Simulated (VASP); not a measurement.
# SrO in VASP: a series of runs

The runs below take SrO through single point, with PBE.

All numbers are computed with VASP 6.6.1; they aren't measurements. Logs are shortened: lines on timing, memory, paths and dates and some standing lists are left out, and cuts for length are marked.

### 1 The cell of the first run

Symmetry: P6_3mc, No. 186, hexagonal system. The conventional cell has a = 3.607 Å, b = 3.607 Å, c = 6.294 Å, α = 90.00°, β = 90.00°, γ = 120.00°. Sr (site symmetry 3m) has 6 O at 2.59 to 2.63 Å within 3.4 Å. O (site symmetry 3m) has 6 Sr at 2.59 to 2.63 Å and 2 O at 3.15 Å within 3.4 Å.

### 2 Single point, PBE (atoms displaced along a vibrational mode, the cell strained)

INCAR

```
  PREC = Accurate
  ENCUT = 520
  EDIFF = 1E-7
  ISMEAR = 0
  SIGMA = 0.05
  LREAL = False
  LASPH = True
  NELM = 60
  ALGO = Normal
  ISIF = 2
  LWAVE = False
  LCHARG = False
  GGA = PE
  NBANDS = 24
```

KPOINTS

```
Automatic mesh
0
Gamma
  9 9 4
```

POSCAR

```
SrO
1.0
    3.6066365453      0.0000000000      0.0000000000
   -1.8033182727      3.1234388704      0.0000000000
    0.0000000000      0.0000000000      6.2944353951
Sr O
2 2
Direct
    0.3333333333      0.6666666667      0.2508657934
    0.6666666667      0.3333333333      0.7508657934
    0.0000000000      0.0000000000     -0.0047415976
    0.0000000000      0.0000000000      0.4952584024
```

Potentials or basis: VASP PAW PBE potentials, release 64 (Sr_sv, O).

Launch:

```
cat potpaw_PBE.64/Sr_sv/POTCAR potpaw_PBE.64/O/POTCAR > POTCAR
mpirun -np 1 vasp_std > vasp.out
```

OUTCAR:

```text
PREC = Accurate
   ENCUT = 520
   EDIFF = 1E-7
   ISMEAR = 0
   LREAL = False
   LASPH = True
   NELM = 60
   ISIF = 2
   GGA = PE

 ion  position               nearest neighbor table
   1  0.333  0.667  0.251-   4 2.59   4 2.59   4 2.59   3 2.63   3 2.63   3 2.63   2 3.77   2 3.77
                             2 3.77   2 3.77   2 3.77   2 3.77
   2  0.667  0.333  0.751-   3 2.59   3 2.59   3 2.59   4 2.63   4 2.63   4 2.63   1 3.77   1 3.77
                             1 3.77   1 3.77   1 3.77   1 3.77
   3  0.000  0.000  0.995-   2 2.59   2 2.59   2 2.59   1 2.63   1 2.63   1 2.63
   4  0.000  0.000  0.495-   1 2.59   1 2.59   1 2.59   2 2.63   2 2.63   2 2.63

  LATTYP: Found a hexagonal cell.
 ALAT       =     3.6066365453
 C/A-ratio  =     1.7452369586

  Lattice vectors:

 A1 = (   3.6066365453,   0.0000000000,   0.0000000000)
 A2 = (  -1.8033182727,   3.1234388704,   0.0000000000)
 A3 = (   0.0000000000,   0.0000000000,   6.2944353951)

Analysis of symmetry for initial positions (statically):
=====================================================================
 Subroutine PRICEL returns:
 Original cell was already a primitive cell.

 Routine SETGRP: Setting up the symmetry group for a
 hexagonal supercell.

 Subroutine GETGRP returns: Found 12 space group operations
 (whereof  6 operations were pure point group operations)
 out of a pool of 24 trial point group operations.

The static configuration has the point symmetry C_3v.
 The point group associated with its full space group is C_6v.

Analysis of symmetry for dynamics (positions and initial velocities):
=====================================================================
 Subroutine PRICEL returns:
 Original cell was already a primitive cell.

 Routine SETGRP: Setting up the symmetry group for a
 hexagonal supercell.

 Subroutine GETGRP returns: Found 12 space group operations
 (whereof  6 operations were pure point group operations)
 out of a pool of 24 trial point group operations.

The dynamic configuration has the point symmetry C_3v.
 The point group associated with its full space group is C_6v.

 Subroutine INISYM returns: Found 12 space group operations
 (whereof  6 operations are pure point group operations),
 and found     1 'primitive' translations

----------------------------------------------------------------------------------------

                                     Primitive cell

  volume of cell :      70.9075

  direct lattice vectors                    reciprocal lattice vectors
     3.606636545  0.000000000  0.000000000     0.277266641  0.160079970  0.000000000
    -1.803318273  3.123438870  0.000000000     0.000000000  0.320159940  0.000000000
     0.000000000  0.000000000  6.294435395     0.000000000  0.000000000  0.158870484

  length of vectors
     3.606636545  3.606636545  6.294435395     0.320159940  0.320159940  0.158870484

  position of ions in fractional coordinates (direct lattice)
     0.333333333  0.666666667  0.250865793
     0.666666667  0.333333333  0.750865793
     0.000000000  0.000000000  0.995258402
     0.000000000  0.000000000  0.495258402

  ion indices of the primitive-cell ions
   primitive index   ion index
                 1           1
                 2           2
                 3           3
                 4           4

----------------------------------------------------------------------------------------

 KPOINTS: Automatic mesh

Automatic generation of k-mesh.
 Grid dimensions read from file:
 generate k-points for:    9    9    4

 Generating k-lattice:

  Cartesian coordinates                     Fractional coordinates (reciprocal lattice)
     0.030807405  0.017786663  0.000000000     0.111111111 -0.000000000  0.000000000
     0.000000000  0.035573327  0.000000000     0.000000000  0.111111111  0.000000000
     0.000000000  0.000000000  0.039717621     0.000000000  0.000000000  0.250000000

  Length of vectors
     0.035573327  0.035573327  0.039717621

  Shift w.r.t. Gamma in fractional coordinates (k-lattice)
     0.000000000  0.000000000  0.000000000

 Subroutine IBZKPT returns following result:
 ===========================================

 Found     36 irreducible k-points:

 Following reciprocal coordinates:
            Coordinates               Weight
  0.000000  0.000000  0.000000      1.000000
  0.111111 -0.000000  0.000000      6.000000
  0.222222 -0.000000  0.000000      6.000000
  0.333333 -0.000000  0.000000      6.000000
  0.444444 -0.000000  0.000000      6.000000
  0.111111  0.111111  0.000000      6.000000
[... 16 lines left out ...]
  0.333333  0.222222  0.250000     24.000000
  0.333333  0.333333  0.250000      4.000000
 [... further k-points ...]
   k-points           NKPTS =     36   k-points in BZ     NKDIM =     36   number of bands    NBANDS=     24
   number of dos      NEDOS =    301   number of ions     NIONS =      4
   total plane-waves  NPLWV =  37632
   dimension x,y,z NGX =    28 NGY =   28 NGZ =   48
   dimension x,y,z NGXF=    56 NGYF=   56 NGZF=   96
   ions per type =               2   2
   NGX,Y,Z   is equivalent  to a cutoff of  12.91, 12.91, 12.68 a.u.
   NGXF,Y,Z  is equivalent  to a cutoff of  25.81, 25.81, 25.36 a.u.
 SYSTEM =  unknown system
   PREC   = accura    normal or accurate (medium, high low for compatibility)
   ISTART =      0    job   : 0-new  1-cont  2-samecut
   ICHARG =      2    charge: 1-file 2-atom 10-const
   ISPIN  =      1    spin polarized calculation?
   LNONCOLLINEAR =      F non collinear calculations
   LSORBIT =      F    spin-orbit coupling
   LASPH  =      T    aspherical Exc in radial PAW
   ENCUT  =  520.0 eV  38.22 Ry    6.18 a.u.   6.71  6.71 11.70*2*pi/ulx,y,z
   NELM   =     60;   NELMIN=  2; NELMDL= -5     # of ELM steps
   EDIFF  = 0.1E-06   stopping-criterion for ELM
   LREAL  =      F    real-space projection
   EDIFFG = 0.1E-05   stopping-criterion for IOM
   NSW    =      0    number of steps for IOM
   IBRION =     -1    ionic relax: 0-MD 1-quasi-New 2-CG
   NFREE  =      0    steps in history (QN), initial steepest desc. (CG)
   ISIF   =      2    stress and relaxation
   ISYM   =      2    0-nonsym 1-usesym 2-fastsym
   POTIM  = 0.5000    time-step for ionic-motion
   TEBEG  =    0.0;   TEEND  =   0.0 temperature during run
   PSTRESS=    0.0 pullay stress
   NELECT =      32.0000    total number of electrons
   NUPDOWN=      -1.0000    fix difference up-down
   EMIN   =  10.00;   EMAX   =-10.00  energy-range for DOS
   EFERMI =   0.00;   METHOD = LEGACY
   ISMEAR =     0;   SIGMA  =   0.05  broadening in eV -4-tet -1-fermi 0-gaus
   EFERMI_NEDOS =   21; number of points for ismear=-14 and -15
   IALGO  =     38    algorithm
   IMIX   =      4    mixing-type and parameters
     AMIX     =   0.40;   BMIX     =  1.00
     AMIX_MAG =   1.60;   BMIX_MAG =  1.00
  volume/ion in A,a.u.               =      17.73       119.63
  Fermi-wavevector in a.u.,A,eV,Ry     =   1.255724  2.372974 21.454239  1.576842
  Thomas-Fermi vector in A             =   2.389466
   LORBIT       =      0    0 simple, 1 ext, 2 COOP (PROOUT), +10 PAW based schemes
   GGA     = PE    functional components
   LHFCALC =     F    Hartree Fock is set to
   AEXX    =    0.0000 exact exchange contribution
   IVDW    =     0    specifies the selected vdW correction
   LEPSILON=     F    determine dielectric tensor
   LRPA    =     F    only Hartree local field effects (RPA)
 non-spin polarized calculation
 Gauss-broadening in eV      SIGMA  =   0.05
  energy-cutoff  :      520.00
  volume of cell :       70.91
 maximum number of plane-waves:      1931
 NGX is ok and might be reduce to    28
   NGX = 13   NGY = 13   NGZ = 23

 number of electron      31.9999997 magnetization

 Free energy of the ion-electron system (eV)
  ---------------------------------------------------
  ext. energy  EPLUGINS =         0.00000000
  ---------------------------------------------------
  free energy    TOTEN  =       -23.74171123 eV

  energy without entropy =      -23.74171123  energy(sigma->0) =      -23.74171123

 E-fermi :   2.2855     XC(G=0):  -9.8226

 val. band max:        1.9923831817   @ k =   0.0000   0.0000   0.0000
 cond. band min:       4.8285548281   @ k =   0.0000   0.0000   0.0000
 fundamental gap:      2.8361716464
 Fermi energy:         2.2855126055

 k-point     1 :       0.0000    0.0000    0.0000
  band No.  band energies     occupation
      1     -31.1168      2.00000
      2     -31.0275      2.00000
      3     -14.9700      2.00000
      4     -13.4866      2.00000
      5     -12.8339      2.00000
      6     -12.8339      2.00000
[... 16 lines left out ...]
     23       9.1852      0.00000
     24       9.9965      0.00000

 k-point     2 :       0.1111   -0.0000    0.0000
  band No.  band energies     occupation
      1     -31.1035      2.00000
      2     -31.0193      2.00000
      3     -14.8811      2.00000
      4     -13.7907      2.00000
      5     -12.9305      2.00000
      6     -12.8710      2.00000
[... 16 lines left out ...]
     23       9.3802      0.00000
     24       9.7085      0.00000

 k-point     3 :       0.2222   -0.0000    0.0000
  band No.  band energies     occupation
      1     -31.0690      2.00000
      2     -30.9991      2.00000
      3     -14.6243      2.00000
      4     -14.2643      2.00000
      5     -13.1601      2.00000
      6     -12.9502      2.00000
[... 16 lines left out ...]
     23       9.7374      0.00000
     24       9.8818      0.00000
[... 514 lines left out ...]
 k-point    23 :       0.3333    0.2222    0.2500
  band No.  band energies     occupation
      1     -30.9794      2.00000
      2     -30.9664      2.00000
      3     -14.7674      2.00000
      4     -14.0330      2.00000
      5     -13.3369      2.00000
      6     -13.2684      2.00000
[... 16 lines left out ...]
     23      10.9947      0.00000
     24      11.3662      0.00000

 k-point    24 :       0.3333    0.3333    0.2500
  band No.  band energies     occupation
      1     -30.9674      2.00000
      2     -30.9674      2.00000
      3     -14.7719      2.00000
      4     -13.9200      2.00000
      5     -13.4256      2.00000
      6     -13.4256      2.00000
[... 16 lines left out ...]
     23      11.4161      0.00000
     24      11.4727      0.00000

 [... further k-points ...]

------------------------ aborting loop because EDIFF is reached ----------------------------------------

  FORCE on cell =-STRESS in cart. coord.  units (eV):
  Direction    XX          YY          ZZ          XY          YZ          ZX
  --------------------------------------------------------------------------------------
  -------------------------------------------------------------------------------------
  Total       -0.5798088     -0.5798088     -0.7149025      0.0000000      0.0000000      0.0000000
  in kB      -13.1009618    -13.1009618    -16.1534473      0.0000000      0.0000000      0.0000000
  external PRESSURE =     -14.1184570 kB  Pullay stress =       0.0000000 kB

 VOLUME and BASIS-vectors are now :
 -----------------------------------------------------------------------------
  energy-cutoff  :      520.00
  volume of cell :       70.91
      direct lattice vectors                 reciprocal lattice vectors
     3.606636545  0.000000000  0.000000000     0.277266641  0.160079970  0.000000000
    -1.803318273  3.123438870  0.000000000     0.000000000  0.320159940  0.000000000
     0.000000000  0.000000000  6.294435395     0.000000000  0.000000000  0.158870484

 POSITION                                       TOTAL-FORCE (eV/Angst)
 -----------------------------------------------------------------------------------
     -0.00000      2.08229      1.57906        -0.000000     -0.000000     -0.061686
      1.80332      1.04115      4.72628        -0.000000      0.000000     -0.061686
      0.00000      0.00000      6.26459        -0.000000     -0.000000      0.061686
      0.00000      0.00000      3.11737         0.000000     -0.000000      0.061686
 -----------------------------------------------------------------------------------
    total drift:                                0.000000     -0.000000     -0.000070

  FREE ENERGIE OF THE ION-ELECTRON SYSTEM (eV)
  ---------------------------------------------------
  free  energy   TOTEN  =       -23.7417112276 eV

  energy  without entropy=      -23.7417112276  energy(sigma->0) =      -23.74171123
```

It took 26 s on 1 thread of Intel Xeon 6975P-C (Granite Rapids), shared host; peak memory 0.21 GiB.

Results:

```yaml
Free_energy: -23.7417 eV
Pressure: -1.4 GPa
Largest_force: 0.062 eV/Å
Band_gap_on_the_k_mesh: 2.84 eV
```

Forces on the atoms (eV/Å):
```
Sr   0.000  0.000 -0.062
Sr   0.000  0.000 -0.062
O    0.000  0.000  0.062
O    0.000  0.000  0.062
```

Levels at points of the mesh, in eV from the valence-band top:
```tsv
k point	band 14	band 15	band 16	band 17	band 18	band 19
(0.00, 0.00, 0.00)	-0.73	-0.73	0.00	2.84	4.91	5.10
(0.00, 0.00, 0.50)	-0.88	-0.88	-0.88	4.46	4.46	5.80
```

Caveat: the cell differs from its parent crystal (atoms displaced along a vibrational mode, the cell strained); an odd mesh through Γ misses points on the zone boundary, where band edges can lie.

### 3 Single point, PBE (atoms displaced along a vibrational mode, the cell strained)

INCAR

```
ALGO = Normal
EDIFF = 1E-6
ENCUT = 520
GGA = PE
ISIF = 2
ISMEAR = 0
LASPH = True
LCHARG = False
LREAL = False
LWAVE = False
NBANDS = 24
NELM = 60
PREC = Accurate
SIGMA = 0.05
```

KPOINTS

```
k-points
0
Gamma
  9 9 4
```

POSCAR

```
SrO
1.0
    3.6066365453      0.0000000000      0.0000000000
   -1.8033182727      3.1234388704      0.0000000000
    0.0000000000      0.0000000000      6.2944353951
Sr O
2 2
Direct
    0.3333333333      0.6666666667      0.2525973803
    0.6666666667      0.3333333333      0.7525973803
    0.0000000000      0.0000000000     -0.0142247929
    0.0000000000      0.0000000000      0.4857752071
```

Potentials or basis: VASP PAW PBE potentials, release 64 (Sr_sv, O).

Launch:

```
cat potpaw_PBE.64/Sr_sv/POTCAR potpaw_PBE.64/O/POTCAR > POTCAR
mpirun -np 1 vasp_std > vasp.out
```

Wall time 24 s (1 thread of Intel Xeon 6975P-C (Granite Rapids), shared host); peak memory 0.21 GiB.

Results (log left out):

| Property | Result |
| --- | --- |
| Free energy | -23.7241 eV |
| Pressure | -1.1 GPa |
| Largest force | 0.189 eV/Å |
| Band gap on the k mesh | 2.88 eV |

Forces on the atoms (eV/Å):
```
Sr   0.000  0.000 -0.189
Sr   0.000  0.000 -0.189
O    0.000  0.000  0.189
O    0.000  0.000  0.189
```

Stress tensor (GPa, compression positive):
```
-1.05  0.00  0.00
 0.00 -1.05  0.00
 0.00  0.00 -1.32
```

Levels at points of the mesh, in eV from the valence-band top:
| k point | band 13 | band 14 | band 15 | band 16 | band 17 | band 18 | band 19 | band 20 |
| --- | --- | --- | --- | --- | --- | --- | --- | --- |
| (0.00, 0.00, 0.00) | -0.95 | -0.71 | -0.71 | 0.00 | 2.88 | 4.96 | 5.22 | 6.15 |
| (0.00, 0.00, 0.50) | -0.86 | -0.86 | -0.86 | -0.86 | 4.50 | 4.50 | 5.88 | 5.88 |

Caveat: the cell differs from its parent crystal (atoms displaced along a vibrational mode, the cell strained); an odd mesh through Γ misses points on the zone boundary, where band edges can lie.

(Part 1 of 2 ends here.)
